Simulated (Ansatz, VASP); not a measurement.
**Two plane-wave programs on CrO2**

Contents of INCAR:

```
ALGO = Normal
EDIFF = 1E-6
ENCUT = 520
GGA = PE
ISIF = 2
ISMEAR = -1
ISPIN = 2
LASPH = T
LCHARG = F
LMAXMIX = 4
LORBIT = 11
LREAL = F
LWAVE = F
MAGMOM = 3 3 0 0 0 0
NBANDS = 37
NELM = 150
PREC = Accurate
SIGMA = 0.05
```

KPOINTS

```
k-points
0
Gamma
  6 6 9
```

Contents of POSCAR:

```
CrO2
1.0
    4.5590386569      0.0000000000      0.0000000000
    0.0000000000      4.5590386569      0.0000000000
    0.0000000000      0.0000000000      3.0539198550
Cr O
2 4
Direct
    0.5000000000      0.0000000000      0.7615495000
    0.0000000000      0.5000000000      0.2384505000
    0.7982930000      0.7017070000      0.7463765000
    0.2017070000      0.2982930000      0.7463765000
    0.2982930000      0.7982930000      0.2536235000
    0.7017070000      0.2017070000      0.2536235000
```

Contents of input.yaml:

```yaml
crystal:
  lattice:
    - [4.5590386569, 0.0, 0.0]
    - [0.0, 4.5590386569, 0.0]
    - [0.0, 0.0, 3.053919855]
  atoms:
    - { symbol: Cr, position: [0.5, 0.0, 0.7615495], spin: 3.0 }
    - { symbol: Cr, position: [0.0, 0.5, 0.2384505], spin: 3.0 }
    - { symbol: O, position: [0.798293, 0.701707, 0.7463765] }
    - { symbol: O, position: [0.201707, 0.298293, 0.7463765] }
    - { symbol: O, position: [0.298293, 0.798293, 0.2536235] }
    - { symbol: O, position: [0.701707, 0.201707, 0.2536235] }
hamiltonian:
  xc: pbe
  pseudopotentials: { kind: paw }
magnetization:
  spin_polarized: true
kpoints:
  mp_grid: { grid: [6, 6, 9] }
scf:
  occupations: { method: fermi_dirac, width: 0.05 }
output:
  forces: true
  stress: true
  eigenvalues: true
  write_density: true
  write_potential: true
  elf: true
  volumetric_format: npy
```

Alike in both runs: task single point; functional PBE; k mesh 6 × 6 × 9; occupations fermi-dirac, width 0.05 eV; collinear spin.

|  | VASP | Ansatz |
| --- | --- | --- |
| version | VASP 6.6.1 | Ansatz 0.2.0 |
| potentials or method | VASP PAW PBE potentials, release 64 (Cr_pv, O) | Ansatz PAW |
| plane-wave cutoff (eV) | 520 | 420 |
| valence electrons in the cell | 48 | 52 |

```tsv
	VASP	Ansatz	Ansatz less VASP
gap on the k mesh at the Fermi level (eV)	none	none	-
pressure (GPa)	-18.6	-19.1	-0.48
traceless stress, the component that is largest in VASP (GPa)	-3.91	-3.95	-0.045
rms of the force components (eV/Å)	0.280	0.281	+0.0006
net moment per atom (μB)	0.67	0.67	0.000
size of the moment on the site where the two differ most (μB)	2.20	1.83	-0.366
```

Site moments also hang on the region over which each program counts them. Atom by atom the forces differ by 0.004 eV/Å (rms over components). A gap of «none» marks a metal or a gap that the smearing closes. With one functional, cell and mesh, what is left measures potentials, basis and numerics. VASP's potentials hold 48 valence electrons a cell and Ansatz's 52, so a difference there can come from the potentials and not from the codes.
